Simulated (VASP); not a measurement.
# PbS (P-6m2) in VASP: further runs, part 2 of 2

VASP 6.6.1.

## (4) Single point, PBE

INCAR

```
SYSTEM = PbS
PREC = Accurate
ENCUT = 520
EDIFF = 1E-7
ISMEAR = -1
SIGMA = 0.025
LREAL = .FALSE.
LASPH = .TRUE.
NELM = 80
ALGO = Normal
ISIF = 2
LWAVE = .FALSE.
LCHARG = .TRUE.
GGA = PE
LELF = .TRUE.
LVHAR = .TRUE.
NBANDS = 17
```

KPOINTS

```
Automatic mesh
0
G
  6 6 6
  0 0 0
```

POSCAR

```
PbS
1.0
    4.0896976867      0.0000000000      0.0000000000
   -2.0448488433      3.5417820905      0.0000000000
    0.0000000000      0.0000000000      3.7881670000
Pb S
1 1
Direct
    0.0000000000      0.0000000000      0.0000000000
    0.6666666667      0.3333333333      0.5000000000
```

Potentials or basis: VASP PAW PBE potentials, release 64 (Pb_d, S).

The run is started by

```bash
cat potpaw_PBE.64/Pb_d/POTCAR potpaw_PBE.64/S/POTCAR > POTCAR
mpirun -np 1 vasp_std > vasp.out
```

OUTCAR:

```text
SYSTEM = PbS
   PREC = Accurate
   ENCUT = 520
   EDIFF = 1E-7
   ISMEAR = -1
   LREAL = .FALSE.
   LASPH = .TRUE.
   NELM = 80
   ISIF = 2
   GGA = PE

 ion  position               nearest neighbor table
   1  0.000  0.000  0.000-   2 3.03   2 3.03   2 3.03   2 3.03   2 3.03   2 3.03
   2  0.667  0.333  0.500-   1 3.03   1 3.03   1 3.03   1 3.03   1 3.03   1 3.03

  LATTYP: Found a hexagonal cell.
 ALAT       =     4.0896976867
 C/A-ratio  =     0.9262706660

  Lattice vectors:
[... 190 lines left out ...]
      4     -11.5914      2.00000
      5     -11.5914      2.00000
      6      -7.9751      2.00000
[... 457 lines left out ...]
      4     -11.6375      2.00000
      5     -11.5630      2.00000
      6      -6.4211      2.00000
[... 9 lines left out ...]
     16      15.7371      0.00000
     17      17.4430      0.00000

 [... further k-points ...]
[... 5 lines left out ...]
  --------------------------------------------------------------------------------------
  -------------------------------------------------------------------------------------
  Total       -0.1103965     -0.1103965     -0.0388541     -0.0000000      0.0000000      0.0000000
  in kB       -3.2234703     -3.2234703     -1.1345019     -0.0000000      0.0000000      0.0000000
  external PRESSURE =      -2.5271475 kB  Pullay stress =       0.0000000 kB

 VOLUME and BASIS-vectors are now :
 -----------------------------------------------------------------------------
  energy-cutoff  :      520.00
  volume of cell :       54.87
      direct lattice vectors                 reciprocal lattice vectors
     4.089697687  0.000000000  0.000000000     0.244516851  0.141171870  0.000000000
    -2.044848843  3.541782090  0.000000000     0.000000000  0.282343740  0.000000000
     0.000000000  0.000000000  3.788167000     0.000000000  0.000000000  0.263979914

 POSITION                                       TOTAL-FORCE (eV/Angst)
 -----------------------------------------------------------------------------------
      0.00000      0.00000      0.00000         0.000000     -0.000000      0.000000
      2.04485      1.18059      1.89408        -0.000000      0.000000      0.000000
 -----------------------------------------------------------------------------------
    total drift:                               -0.000000      0.000000      0.000000

  FREE ENERGIE OF THE ION-ELECTRON SYSTEM (eV)
  ---------------------------------------------------
  free  energy   TOTEN  =        -8.5288430868 eV

  energy  without entropy=       -8.5286008039  energy(sigma->0) =       -8.52872195
```

stdout:

```text
POSCAR found type information on POSCAR PbS
 POSCAR found :  2 types and       2 ions
 scaLAPACK will be used
 LDA part: xc-table for (Slater+PW92), standard interpolation
 POSCAR, INCAR and KPOINTS ok, starting setup
 FFT: planning ... GRIDC
 FFT: planning ... GRID_SOFT
 FFT: planning ... GRID
 WAVECAR not read
 entering main loop
```

It took 16 s on 1 thread of Intel Xeon 6975P-C, shared host; peak memory 0.17 GiB.

What came out:

- Free energy: -8.5288 eV
- Pressure: -0.3 GPa
- Band gap on the k mesh: zero (band 10 reaches 5.29 eV, above the bottom of band 11 at 4.86 eV)

Caveat: spin-orbit coupling is left out, which moves the levels of the heavy elements.

## (5) Single point, PBE

INCAR

```
SYSTEM = PbS
  ALGO = Normal
  EDIFF = 1E-7
  ENCUT = 520
  GGA = PE
  ISIF = 2
  ISMEAR = -1
  LASPH = .TRUE.
  LCHARG = .FALSE.
  LREAL = .FALSE.
  LWAVE = .FALSE.
  NBANDS = 17
  NELM = 100
  PREC = Accurate
  SIGMA = 0.01
```

KPOINTS

```
k-points
0
G
  6 6 6
  0 0 0
```

POSCAR is that of step 4.

Potentials or basis: VASP PAW PBE potentials, release 64 (Pb_d, S).

The run is started by

```bash
cat potpaw_PBE.64/Pb_d/POTCAR potpaw_PBE.64/S/POTCAR > POTCAR
mpirun -np 1 vasp_std > vasp.out
```

OUTCAR:

```text
SYSTEM = PbS
   EDIFF = 1E-7
   ENCUT = 520
   GGA = PE
   ISIF = 2
   ISMEAR = -1
   LASPH = .TRUE.
   LREAL = .FALSE.
   NELM = 100
   PREC = Accurate

 ion  position               nearest neighbor table
   1  0.000  0.000  0.000-   2 3.03   2 3.03   2 3.03   2 3.03   2 3.03   2 3.03
   2  0.667  0.333  0.500-   1 3.03   1 3.03   1 3.03   1 3.03   1 3.03   1 3.03

  LATTYP: Found a hexagonal cell.
 ALAT       =     4.0896976867
 C/A-ratio  =     0.9262706660

  Lattice vectors:

 A1 = (   4.0896976867,   0.0000000000,   0.0000000000)
 A2 = (  -2.0448488433,   3.5417820905,   0.0000000000)
 A3 = (   0.0000000000,   0.0000000000,   3.7881670000)

Analysis of symmetry for initial positions (statically):
=====================================================================
 Subroutine PRICEL returns:
 Original cell was already a primitive cell.

 Routine SETGRP: Setting up the symmetry group for a
 hexagonal supercell.

 Subroutine GETGRP returns: Found 12 space group operations
 (whereof 12 operations were pure point group operations)
 out of a pool of 24 trial point group operations.

The static configuration has the point symmetry D_3h.

Analysis of symmetry for dynamics (positions and initial velocities):
=====================================================================
 Subroutine PRICEL returns:
 Original cell was already a primitive cell.

 Routine SETGRP: Setting up the symmetry group for a
 hexagonal supercell.

 Subroutine GETGRP returns: Found 12 space group operations
 (whereof 12 operations were pure point group operations)
 out of a pool of 24 trial point group operations.

The dynamic configuration has the point symmetry D_3h.

 Subroutine INISYM returns: Found 12 space group operations
 (whereof 12 operations are pure point group operations),
 and found     1 'primitive' translations

----------------------------------------------------------------------------------------

                                     Primitive cell

  volume of cell :      54.8709

  direct lattice vectors                    reciprocal lattice vectors
     4.089697687  0.000000000  0.000000000     0.244516851  0.141171870  0.000000000
    -2.044848843  3.541782090  0.000000000     0.000000000  0.282343740  0.000000000
     0.000000000  0.000000000  3.788167000     0.000000000  0.000000000  0.263979914

  length of vectors
     4.089697687  4.089697687  3.788167000     0.282343740  0.282343740  0.263979914

  position of ions in fractional coordinates (direct lattice)
     0.000000000  0.000000000  0.000000000
     0.666666667  0.333333333  0.500000000

  ion indices of the primitive-cell ions
   primitive index   ion index
                 1           1
                 2           2

----------------------------------------------------------------------------------------

 KPOINTS: k-points

Automatic generation of k-mesh.
 Grid dimensions read from file:
 generate k-points for:    6    6    6

 Generating k-lattice:

  Cartesian coordinates                     Fractional coordinates (reciprocal lattice)
     0.040752809  0.023528645  0.000000000     0.166666667  0.000000000  0.000000000
     0.000000000  0.047057290  0.000000000     0.000000000  0.166666667  0.000000000
     0.000000000  0.000000000  0.043996652     0.000000000  0.000000000  0.166666667

  Length of vectors
     0.047057290  0.047057290  0.043996652

  Shift w.r.t. Gamma in fractional coordinates (k-lattice)
     0.000000000  0.000000000  0.000000000

 Subroutine IBZKPT returns following result:
 ===========================================

 Found     28 irreducible k-points:

 Following reciprocal coordinates:
            Coordinates               Weight
  0.000000  0.000000  0.000000      1.000000
  0.166667  0.000000  0.000000      6.000000
  0.333333 -0.000000  0.000000      6.000000
  0.500000  0.000000  0.000000      3.000000
  0.166667  0.166667  0.000000      6.000000
  0.333333  0.166667  0.000000     12.000000
[... 16 lines left out ...]
  0.166667  0.000000  0.500000      6.000000
  0.333333 -0.000000  0.500000      6.000000
 [... further k-points ...]
   k-points           NKPTS =     28   k-points in BZ     NKDIM =     28   number of bands    NBANDS=     17
   number of dos      NEDOS =    301   number of ions     NIONS =      2
   total plane-waves  NPLWV =  25200
   dimension x,y,z NGX =    30 NGY =   30 NGZ =   28
   dimension x,y,z NGXF=    60 NGYF=   60 NGZF=   56
   ions per type =               1   1
   NGX,Y,Z   is equivalent  to a cutoff of  12.19, 12.19, 12.29 a.u.
   NGXF,Y,Z  is equivalent  to a cutoff of  24.39, 24.39, 24.58 a.u.
 SYSTEM =  PbS
   PREC   = accura    normal or accurate (medium, high low for compatibility)
   ISTART =      0    job   : 0-new  1-cont  2-samecut
   ICHARG =      2    charge: 1-file 2-atom 10-const
   ISPIN  =      1    spin polarized calculation?
   LNONCOLLINEAR =      F non collinear calculations
   LSORBIT =      F    spin-orbit coupling
   LASPH  =      T    aspherical Exc in radial PAW
   ENCUT  =  520.0 eV  38.22 Ry    6.18 a.u.   7.60  7.60  7.04*2*pi/ulx,y,z
   NELM   =    100;   NELMIN=  2; NELMDL= -5     # of ELM steps
   EDIFF  = 0.1E-06   stopping-criterion for ELM
   LREAL  =      F    real-space projection
   EDIFFG = 0.1E-05   stopping-criterion for IOM
   NSW    =      0    number of steps for IOM
   IBRION =     -1    ionic relax: 0-MD 1-quasi-New 2-CG
   NFREE  =      0    steps in history (QN), initial steepest desc. (CG)
   ISIF   =      2    stress and relaxation
   ISYM   =      2    0-nonsym 1-usesym 2-fastsym
   POTIM  = 0.5000    time-step for ionic-motion
   TEBEG  =    0.0;   TEEND  =   0.0 temperature during run
   PSTRESS=    0.0 pullay stress
   NELECT =      20.0000    total number of electrons
   NUPDOWN=      -1.0000    fix difference up-down
   EMIN   =  10.00;   EMAX   =-10.00  energy-range for DOS
   EFERMI =   0.00;   METHOD = LEGACY
   ISMEAR =    -1;   SIGMA  =   0.01  broadening in eV -4-tet -1-fermi 0-gaus
   EFERMI_NEDOS =   21; number of points for ismear=-14 and -15
   IALGO  =     38    algorithm
   IMIX   =      4    mixing-type and parameters
     AMIX     =   0.40;   BMIX     =  1.00
     AMIX_MAG =   1.60;   BMIX_MAG =  1.00
  volume/ion in A,a.u.               =      27.44       185.14
  Fermi-wavevector in a.u.,A,eV,Ry     =   1.169421  2.209885 18.606576  1.367545
  Thomas-Fermi vector in A             =   2.305894
   LORBIT       =      0    0 simple, 1 ext, 2 COOP (PROOUT), +10 PAW based schemes
   GGA     = PE    functional components
   LHFCALC =     F    Hartree Fock is set to
   AEXX    =    0.0000 exact exchange contribution
   IVDW    =     0    specifies the selected vdW correction
   LEPSILON=     F    determine dielectric tensor
   LRPA    =     F    only Hartree local field effects (RPA)
 non-spin polarized calculation
  energy-cutoff  :      520.00
  volume of cell :       54.87
 maximum number of plane-waves:      1506
   NGX = 15   NGY = 15   NGZ = 15

 number of electron      19.9999998 magnetization

 Free energy of the ion-electron system (eV)
  ---------------------------------------------------
  ext. energy  EPLUGINS =         0.00000000
  ---------------------------------------------------
  free energy    TOTEN  =        -8.52875862 eV

  energy without entropy =       -8.52874679  energy(sigma->0) =       -8.52875271

 E-fermi :   5.2418     XC(G=0):  -9.4404

 val. band max:        5.1966878621   @ k =   0.0000   0.0000   0.5000
 cond. band min:       5.2938368824   @ k =   0.3333   0.3333   0.0000
 fundamental gap:      0.0971490203
 Fermi energy:         5.2417691656

 k-point     1 :       0.0000    0.0000    0.0000
  band No.  band energies     occupation
      1     -11.7128      2.00000
      2     -11.6901      2.00000
      3     -11.6901      2.00000
      4     -11.5912      2.00000
      5     -11.5912      2.00000
      6      -7.9751      2.00000
[... 9 lines left out ...]
     16      16.2422      0.00000
     17      16.3319      0.00000

 k-point     2 :       0.1667    0.0000    0.0000
  band No.  band energies     occupation
      1     -11.7077      2.00000
      2     -11.6941      2.00000
      3     -11.6744      2.00000
      4     -11.5993      2.00000
      5     -11.5929      2.00000
      6      -7.7637      2.00000
[... 9 lines left out ...]
     16      15.2032      0.00000
     17      15.8555      0.00000
[... 421 lines left out ...]
 k-point    24 :       0.3333   -0.0000    0.5000
  band No.  band energies     occupation
      1     -11.7028      2.00000
      2     -11.6928      2.00000
      3     -11.6457      2.00000
      4     -11.6372      2.00000
      5     -11.5627      2.00000
      6      -6.4212      2.00000
[... 9 lines left out ...]
     16      15.7366      0.00000
     17      17.4434      0.00000

 [... further k-points ...]
[... 5 lines left out ...]
  --------------------------------------------------------------------------------------
  -------------------------------------------------------------------------------------
  Total       -0.1069521     -0.1069521     -0.0444547     -0.0000000      0.0000000     -0.0000000
  in kB       -3.1228976     -3.1228976     -1.2980328     -0.0000000      0.0000000     -0.0000000
  external PRESSURE =      -2.5146093 kB  Pullay stress =       0.0000000 kB

 VOLUME and BASIS-vectors are now :
 -----------------------------------------------------------------------------
  energy-cutoff  :      520.00
  volume of cell :       54.87
      direct lattice vectors                 reciprocal lattice vectors
     4.089697687  0.000000000  0.000000000     0.244516851  0.141171870  0.000000000
    -2.044848843  3.541782090  0.000000000     0.000000000  0.282343740  0.000000000
     0.000000000  0.000000000  3.788167000     0.000000000  0.000000000  0.263979914

 POSITION                                       TOTAL-FORCE (eV/Angst)
 -----------------------------------------------------------------------------------
      0.00000      0.00000      0.00000         0.000000      0.000000      0.000000
      2.04485      1.18059      1.89408        -0.000000      0.000000      0.000000
 -----------------------------------------------------------------------------------
    total drift:                               -0.000000      0.000000      0.000000

  FREE ENERGIE OF THE ION-ELECTRON SYSTEM (eV)
  ---------------------------------------------------
  free  energy   TOTEN  =        -8.5287586231 eV

  energy  without entropy=       -8.5287467926  energy(sigma->0) =       -8.52875271
```

OSZICAR:

```text
N       E                     dE             d eps       ncg     rms          rms(c)
DAV:   1     0.158765122217E+03    0.15877E+03   -0.98058E+03   960   0.122E+03
DAV:   2     0.390545790607E+01   -0.15486E+03   -0.14925E+03   970   0.311E+02
DAV:   3    -0.882810890461E+01   -0.12734E+02   -0.12623E+02  1231   0.945E+01
DAV:   4    -0.913566778287E+01   -0.30756E+00   -0.30730E+00  1229   0.165E+01
DAV:   5    -0.914714709427E+01   -0.11479E-01   -0.11476E-01  1378   0.311E+00    0.447E+00
DAV:   6    -0.853287445838E+01    0.61427E+00   -0.17205E+00  1455   0.866E+00    0.321E+00
DAV:   7    -0.852898588318E+01    0.38886E-02   -0.14834E-01  1190   0.195E+00    0.183E+00
DAV:   8    -0.852880088861E+01    0.18499E-03   -0.16641E-02  1143   0.131E+00    0.265E-01
DAV:   9    -0.852849120296E+01    0.30969E-03   -0.33069E-03  1494   0.447E-01    0.112E-01
DAV:  10    -0.852875313327E+01   -0.26193E-03   -0.42893E-04  1073   0.118E-01    0.639E-02
DAV:  11    -0.852875635072E+01   -0.32175E-05   -0.50904E-05  1300   0.771E-02    0.155E-02
DAV:  12    -0.852875871333E+01   -0.23626E-05   -0.47372E-06  1132   0.210E-02    0.417E-03
DAV:  13    -0.852875862315E+01    0.90184E-07   -0.27034E-07  1226   0.476E-03
   1 F= -.85287586E+01 E0= -.85287527E+01  d E =-.118305E-04
```

stdout:

```text
POSCAR found type information on POSCAR PbS
 POSCAR found :  2 types and       2 ions
 scaLAPACK will be used
 LDA part: xc-table for (Slater+PW92), standard interpolation
 POSCAR, INCAR and KPOINTS ok, starting setup
 FFT: planning ... GRIDC
 FFT: planning ... GRID_SOFT
 FFT: planning ... GRID
 WAVECAR not read
 entering main loop
```

Run time: 18 s. Hardware: 1 thread of Intel Xeon 6975P-C, shared host; peak memory 0.18 GiB.

Results:

| Item | Value |
| --- | --- |
| Free energy | -8.5288 eV |
| Pressure | -0.3 GPa |
| Band gap on the k mesh | zero (band 10 reaches 5.29 eV, above the bottom of band 11 at 4.86 eV) |

Stress tensor (GPa, compression positive):
```
-0.31  0.00  0.00
 0.00 -0.31  0.00
 0.00  0.00 -0.13
```

Caveat: spin-orbit coupling is left out, which moves the levels of the heavy elements.

## (6) Single point, PBE

INCAR

```
SYSTEM = PbS
ALGO = Normal
EDIFF = 1E-7
ENCUT = 520
GGA = PE
ISIF = 2
ISMEAR = -1
LASPH = .True.
LCHARG = .False.
LREAL = .False.
LWAVE = .False.
NBANDS = 17
NELM = 60
PREC = Accurate
SIGMA = 0.005
```

KPOINTS

```
k-points
0
Gamma
  6 6 6
  0 0 0
```

POSCAR is that of step 5.

Potentials or basis: VASP PAW PBE potentials, release 64 (Pb_d, S).

The run is started by

```bash
cat potpaw_PBE.64/Pb_d/POTCAR potpaw_PBE.64/S/POTCAR > POTCAR
mpirun -np 1 vasp_std > vasp.out
```

It took 16 s on 1 thread of Intel Xeon 6975P-C, shared host; peak memory 0.17 GiB.

It converged, with:

- Free energy: -8.5288 eV
- Pressure: -0.3 GPa
- Band gap on the k mesh: zero (band 10 reaches 5.29 eV, above the bottom of band 11 at 4.86 eV)

Stress tensor (GPa, compression positive):
```
-0.31  0.00  0.00
 0.00 -0.31  0.00
 0.00  0.00 -0.13
```

Levels at points of the mesh, in eV from the Fermi level:
```tsv
k point	band 7	band 8	band 9	band 10	band 11	band 12	band 13	band 14
(0.00, 0.00, 0.00)	-6.52	-2.22	-1.74	-1.74	3.40	3.40	5.21	6.44
(0.50, 0.00, 0.00)	-8.52	-2.75	-1.86	-1.24	1.86	3.88	5.20	5.35
(0.00, 0.00, 0.50)	-9.02	-1.17	-1.17	-0.05	0.83	3.81	3.81	8.16
(0.50, 0.00, 0.50)	-7.44	-4.13	-4.08	-1.49	2.08	2.72	2.74	8.19
```

Caveat: spin-orbit coupling is left out, which moves the levels of the heavy elements.

## (7) The runs side by side

```tsv
smearing	gap on the mesh (eV)	pressure (GPa)
fermi-dirac 0.05 eV	none	-0.3
fermi-dirac 0.025 eV	none	-0.3
fermi-dirac 0.01 eV	none	-0.3
fermi-dirac 0.005 eV	none	-0.3
```

Alike in all rows: task single point; level PBE; potentials or basis VASP PAW PBE potentials, release 64 (Pb_d, S); no spin polarisation; cell as given; k mesh 6 × 6 × 6; cutoff (eV) 520.

Every run on the cell as given and a fine mesh finds a metal.

Caveats: spin-orbit coupling is left out, which moves the levels of the heavy elements.

Total energies depend on the potentials used, so only differences within one code and one set of settings carry meaning.
